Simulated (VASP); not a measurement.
# Si3N4 (P6_3/m) in VASP: single point with HSE06

Aim: the single point of Si3N4 with HSE06.

Program: VASP 6.6.1. These are calculated values, not measurements. Logs are shortened: lines on timing, memory, paths and dates and some standing lists are left out, and cuts for length are marked.

## 1. The cell of the first run

The structure is hexagonal, space group P6_3/m (No. 176). The conventional cell has a = 7.758 Å, b = 7.758 Å, c = 2.885 Å, α = 90.00°, β = 90.00°, γ = 120.00°. Within 2.3 Å of Si (site symmetry m) lie 4 N at 1.75 to 1.76 Å. N (site symmetry -6) has 3 Si at 1.76 Å within 2.3 Å. N (site symmetry m) has 3 Si at 1.75 to 1.76 Å within 2.3 Å.

## 2. Single point, HSE06 (epitaxial xy strain +2.0%)

POSCAR

```
Si3N4
1.0
    7.7577773369      0.0000000000      0.0000000000
   -3.8788886685      6.7184322507      0.0000000000
    0.0000000000      0.0000000000      2.8853158166
Si N
6 8
Direct
    0.2292091089      0.8223152881      0.7500000000
    0.4068938208      0.2292091089      0.2500000000
    0.8223152881      0.5931061792      0.2500000000
    0.1776847119      0.4068938208      0.7500000000
    0.5931061792      0.7707908911      0.7500000000
    0.7707908911      0.1776847119      0.2500000000
    0.3333333333      0.6666666667      0.7500000000
    0.6666666667      0.3333333333      0.2500000000
    0.9685238664      0.6692713809      0.7500000000
    0.2992524856      0.9685238664      0.2500000000
    0.6692713809      0.7007475144      0.2500000000
    0.3307286191      0.2992524856      0.7500000000
    0.0314761336      0.3307286191      0.2500000000
    0.7007475144      0.0314761336      0.7500000000
```

INCAR.step1

```
SYSTEM = Si3N4
ALGO     = Normal         ! electronic algorithm
EDIFF    = 1E-5           ! SCF threshold, eV
ENCUT    = 520            ! plane-wave cutoff, eV
GGA      = PE             ! functional
ISIF     = 2              ! what is computed and relaxed
ISMEAR   = 0              ! smearing method
KPAR     = 4            
LASPH    = .TRUE.         ! aspherical terms in the spheres
LREAL    = .FALSE.        ! projectors in reciprocal space
LWAVE    = .TRUE.         ! write WAVECAR
NBANDS   = 45             ! bands
NELM     = 100            ! most SCF steps
PREC     = Accurate       ! precision mode
SIGMA    = 0.01           ! smearing width, eV
```

INCAR.step2

```
SYSTEM = Si3N4
ALGO     = Normal         ! electronic algorithm
EDIFF    = 1E-6           ! SCF threshold, eV
ENCUT    = 520            ! plane-wave cutoff, eV
GGA      = PE             ! functional
HFSCREEN = 0.2079         ! screening, 1/A
ISIF     = 2              ! what is computed and relaxed
ISMEAR   = 0              ! smearing method
ISTART   = 1            
KPAR     = 4            
LASPH    = .TRUE.         ! aspherical terms in the spheres
LCHARG   = .TRUE.         ! write CHGCAR
LHFCALC  = .TRUE.         ! exact exchange
LREAL    = .FALSE.        ! projectors in reciprocal space
LVHAR    = .TRUE.       
LWAVE    = .FALSE.        ! write WAVECAR
NBANDS   = 45             ! bands
NELM     = 100            ! most SCF steps
PREC     = Accurate       ! precision mode
PRECFOCK = Fast         
SIGMA    = 0.01           ! smearing width, eV
```

KPOINTS

```
k-points
0
G
  3 3 6
  0 0 0
```

Potentials or basis: VASP PAW PBE potentials, release 64 (Si, N).

Started as:

```bash
cat potpaw_PBE.64/Si/POTCAR potpaw_PBE.64/N/POTCAR > POTCAR
cp INCAR.step1 INCAR
mpirun -np 4 vasp_std > vasp.out
cp INCAR.step2 INCAR
mpirun -np 4 vasp_std > vasp.out
```

OUTCAR:

```text
SYSTEM = Si3N4
   EDIFF = 1E-6
   ENCUT = 520
   GGA = PE
   HFSCREEN = 0.2079
   ISIF = 2
   ISMEAR = 0
   ISTART = 1
   LASPH = .TRUE.
   LHFCALC = .TRUE.
   LREAL = .FALSE.
   NELM = 100
   PREC = Accurate
   PRECFOCK = Fast

 ion  position               nearest neighbor table
   1  0.229  0.822  0.750-  10 1.75  10 1.75   7 1.76   9 1.76   5 3.04   4 3.04   3 3.10   3 3.10
                             2 3.10   2 3.10
   2  0.407  0.229  0.250-  12 1.75  12 1.75   8 1.76  10 1.76   3 3.04   6 3.04   4 3.10   4 3.10
                             1 3.10   1 3.10
   3  0.822  0.593  0.250-   9 1.75   9 1.75   8 1.76  11 1.76   2 3.04   6 3.04   1 3.10   1 3.10
                             5 3.10   5 3.10
   4  0.178  0.407  0.750-  13 1.75  13 1.75   7 1.76  12 1.76   5 3.04   1 3.04   6 3.10   6 3.10
                             2 3.10   2 3.10
   5  0.593  0.771  0.750-  11 1.75  11 1.75   7 1.76  14 1.76   4 3.04   1 3.04   3 3.10   3 3.10
                             6 3.10   6 3.10
   6  0.771  0.178  0.250-  14 1.75  14 1.75   8 1.76  13 1.76   2 3.04   3 3.04   4 3.10   4 3.10
                             5 3.10   5 3.10
   7  0.333  0.667  0.750-   1 1.76   4 1.76   5 1.76
   8  0.667  0.333  0.250-   6 1.76   3 1.76   2 1.76
   9  0.969  0.669  0.750-   3 1.75   3 1.75   1 1.76
  10  0.299  0.969  0.250-   1 1.75   1 1.75   2 1.76
  11  0.669  0.701  0.250-   5 1.75   5 1.75   3 1.76
  12  0.331  0.299  0.750-   2 1.75   2 1.75   4 1.76
  13  0.031  0.331  0.250-   4 1.75   4 1.75   6 1.76
  14  0.701  0.031  0.750-   6 1.75   6 1.75   5 1.76

  LATTYP: Found a hexagonal cell.
 ALAT       =     7.7577773369
 C/A-ratio  =     0.3719255776

  Lattice vectors:

 A1 = (   7.7577773369,   0.0000000000,   0.0000000000)
 A2 = (  -3.8788886685,   6.7184322507,   0.0000000000)
 A3 = (   0.0000000000,   0.0000000000,   2.8853158166)

Analysis of symmetry for initial positions (statically):
=====================================================================
 Subroutine PRICEL returns:
 Original cell was already a primitive cell.

 Routine SETGRP: Setting up the symmetry group for a
 hexagonal supercell.

 Subroutine GETGRP returns: Found 12 space group operations
 (whereof  6 operations were pure point group operations)
 out of a pool of 24 trial point group operations.

The static configuration has the point symmetry S_6 .
 The point group associated with its full space group is C_6h.
[... 147 lines left out ...]
  Fermi-wavevector in a.u.,A,eV,Ry     =   1.231408  2.327024 20.631406  1.516366
  Thomas-Fermi vector in A             =   2.366219
   LORBIT       =      0    0 simple, 1 ext, 2 COOP (PROOUT), +10 PAW based schemes
   GGA     = PE    functional components
   LHFCALC =     T    Hartree Fock is set to
   PRECFOCK=fast      Normal, Fast or Accurate (Low or Medium for compatibility)
   ENCUT4O =  -1.0   cutoff for four orbital integrals eV
   NKREDX  =     1    reduce k-point grid by
   NKREDY  =     1    reduce k-point grid by
   NKREDZ  =     1    reduce k-point grid by
   AEXX    =    0.2500 exact exchange contribution
   HFSCREEN=    0.2079 screening length (either q_TF or 0.3 A-1)
   HFSCREENC=   0.2079 screening length for correlation (either q_TF or 0.3 A-1)
   ENCUTFOCK=  -1.0 apply spherical cutoff to Coloumb kernel
   IVDW    =     0    specifies the selected vdW correction
   LEPSILON=     F    determine dielectric tensor
   LRPA    =     F    only Hartree local field effects (RPA)
 non-spin polarized calculation
 Gauss-broadening in eV      SIGMA  =   0.01
  energy-cutoff  :      520.00
  volume of cell :      150.38
 maximum number of plane-waves:      4079
 NGX is ok and might be reduce to    60
  NGX = 32; NGY = 32; NGZ = 12

 number of electron      63.9999991 magnetization

 Free energy of the ion-electron system (eV)
  ---------------------------------------------------
  ext. energy  EPLUGINS =         0.00000000
  ---------------------------------------------------
  free energy    TOTEN  =      -136.67396979 eV

  energy without entropy =     -136.67396979  energy(sigma->0) =     -136.67396979

 E-fermi :   5.6018     XC(G=0):  -8.7902

 val. band max:        5.4773729037   @ k =   0.0000   0.0000   0.1667
 cond. band min:      11.3358545770   @ k =   0.0000   0.0000   0.5000
 fundamental gap:      5.8584816733
 Fermi energy:         5.6018260947

 k-point     1 :       0.0000    0.0000    0.0000
  band No.  band energies     occupation
      1     -14.1033      2.00000
      2     -12.6554      2.00000
      3     -12.6554      2.00000
      4     -11.9553      2.00000
      5     -11.8428      2.00000
      6     -11.8428      2.00000
[... 553 lines left out ...]
     43      14.5827      0.00000
     44      14.5827      0.00000
 [bands above 44 left out]

------------------------ aborting loop because EDIFF is reached ----------------------------------------

  FORCE on cell =-STRESS in cart. coord.  units (eV):
  Direction    XX          YY          ZZ          XY          YZ          ZX
  --------------------------------------------------------------------------------------
  -------------------------------------------------------------------------------------
  Total      -11.6967235    -11.6967235     -1.2499766     -0.0000001      0.0000000      0.0000000
  in kB     -124.6166863   -124.6166863    -13.3172282     -0.0000015      0.0000000      0.0000000
  external PRESSURE =     -87.5168669 kB  Pullay stress =       0.0000000 kB

 VOLUME and BASIS-vectors are now :
 -----------------------------------------------------------------------------
  energy-cutoff  :      520.00
  volume of cell :      150.38
      direct lattice vectors                 reciprocal lattice vectors
     7.757777337  0.000000000  0.000000000     0.128902900  0.074422124  0.000000000
    -3.878888669  6.718432251  0.000000000     0.000000000  0.148844249  0.000000000
     0.000000000  0.000000000  2.885315817     0.000000000  0.000000000  0.346582511

 POSITION                                       TOTAL-FORCE (eV/Angst)
 -----------------------------------------------------------------------------------
     -1.41152      5.52467      2.16399         0.019691     -0.003116      0.000000
      2.26752      1.53993      0.72133         0.012543      0.015495      0.000000
      4.07875      3.98474      0.72133         0.007147     -0.018610     -0.000000
     -0.19986      2.73369      2.16399        -0.007147      0.018610      0.000000
      1.61137      5.17851      2.16399        -0.012543     -0.015495      0.000000
      5.29040      1.19376      0.72133        -0.019691      0.003116     -0.000000
     -0.00000      4.47895      2.16399        -0.000000      0.000000      0.000000
      3.87889      2.23948      0.72133        -0.000000      0.000000      0.000000
      4.91756      4.49645      2.16399        -0.015697      0.003282      0.000000
     -1.43526      6.50696      0.72133        -0.010691     -0.011953     -0.000000
      2.47394      4.70792      0.72133        -0.005006      0.015235     -0.000000
      1.40495      2.01051      2.16399         0.005006     -0.015235      0.000000
     -1.03867      2.22198      0.72133         0.015697     -0.003282      0.000000
      5.31415      0.21147      2.16399         0.010691      0.011953     -0.000000
 -----------------------------------------------------------------------------------
    total drift:                                0.000000      0.000000      0.000000

  FREE ENERGIE OF THE ION-ELECTRON SYSTEM (eV)
  ---------------------------------------------------
  free  energy   TOTEN  =      -136.6739697943 eV

  energy  without entropy=     -136.6739697943  energy(sigma->0) =     -136.67396979
```

OUTCAR.step1:

```text
SYSTEM = Si3N4
   EDIFF = 1E-5
   ENCUT = 520
   GGA = PE
   ISIF = 2
[... 829 lines left out ...]
      2.47394      4.70792      0.72133         0.056212     -0.020272     -0.000000
      1.40495      2.01051      2.16399        -0.056212      0.020272      0.000000
     -1.03867      2.22198      0.72133        -0.045663     -0.038545      0.000000
      5.31415      0.21147      2.16399         0.010550     -0.058817     -0.000000
 -----------------------------------------------------------------------------------
    total drift:                                0.000000      0.000000     -0.000000

  FREE ENERGIE OF THE ION-ELECTRON SYSTEM (eV)
  ---------------------------------------------------
  free  energy   TOTEN  =      -114.4409967989 eV

  energy  without entropy=     -114.4409967989  energy(sigma->0) =     -114.44099680
```

OSZICAR.step1:

```text
N       E                     dE             d eps       ncg     rms          rms(c)
DAV:   1     0.284613592009E+03    0.28461E+03   -0.31761E+04  1080   0.132E+03
DAV:   2    -0.106712447296E+03   -0.39133E+03   -0.36918E+03  1392   0.276E+02
DAV:   3    -0.130259782995E+03   -0.23547E+02   -0.23378E+02  1368   0.715E+01
DAV:   4    -0.130645102190E+03   -0.38532E+00   -0.38402E+00  1368   0.979E+00
DAV:   5    -0.130654595582E+03   -0.94934E-02   -0.94828E-02  1328   0.148E+00    0.286E+01
DAV:   6    -0.114510139707E+03    0.16144E+02   -0.58458E+01  1312   0.305E+01    0.127E+01
DAV:   7    -0.114479683507E+03    0.30456E-01   -0.28860E+00  1352   0.697E+00    0.613E+00
DAV:   8    -0.114438108342E+03    0.41575E-01   -0.14730E-01  1307   0.190E+00    0.215E+00
DAV:   9    -0.114438310065E+03   -0.20172E-03   -0.34524E-02  1328   0.974E-01    0.320E-01
DAV:  10    -0.114440353096E+03   -0.20430E-02   -0.40073E-03  1224   0.267E-01    0.163E-01
DAV:  11    -0.114440950095E+03   -0.59700E-03   -0.99465E-04  1240   0.159E-01    0.260E-02
DAV:  12    -0.114440972829E+03   -0.22733E-04   -0.40568E-05  1288   0.352E-02    0.119E-02
DAV:  13    -0.114440993753E+03   -0.20925E-04   -0.20496E-05   971   0.205E-02    0.488E-03
DAV:  14    -0.114440996799E+03   -0.30459E-05   -0.30127E-06   912   0.881E-03
   1 F= -.11444100E+03 E0= -.11444100E+03  d E =-.103596E-28
```

It took 8.7 min on 4 MPI ranks of Intel Xeon 6975P-C (Granite Rapids), shared host; peak memory 0.44 GiB.

Results:

* Free energy: -136.6740 eV
* Pressure: -8.8 GPa
* Largest force: 0.020 eV/Å
* Band gap on the k mesh: 5.86 eV (least direct gap 6.08 eV)

Forces on the atoms (eV/Å):
```
Si   0.020 -0.003  0.000
Si   0.013  0.015  0.000
Si   0.007 -0.019  0.000
Si  -0.007  0.019  0.000
Si  -0.013 -0.015  0.000
Si  -0.020  0.003  0.000
N    0.000  0.000  0.000
N    0.000  0.000  0.000
N   -0.016  0.003  0.000
N   -0.011 -0.012  0.000
N   -0.005  0.015  0.000
N    0.005 -0.015  0.000
N    0.016 -0.003  0.000
N    0.011  0.012  0.000
```

Levels at points of the mesh, in eV from the valence-band top:
| k point | band 30 | band 31 | band 32 | band 33 | band 34 | band 35 |
| --- | --- | --- | --- | --- | --- | --- |
| (0.00, 0.00, 0.00) | -0.48 | -0.28 | -0.03 | 6.05 | 6.08 | 6.50 |
| (0.00, 0.00, 0.50) | -1.67 | -1.35 | -1.35 | 5.86 | 5.86 | 5.86 |

Caveat: the cell differs from its parent crystal (epitaxial xy strain +2.0%); the stress differs along the axes, from -12 to -1 GPa; the PAW data sets were made with another functional, which shifts forces and pressure a little. A k mesh can miss the band edges.
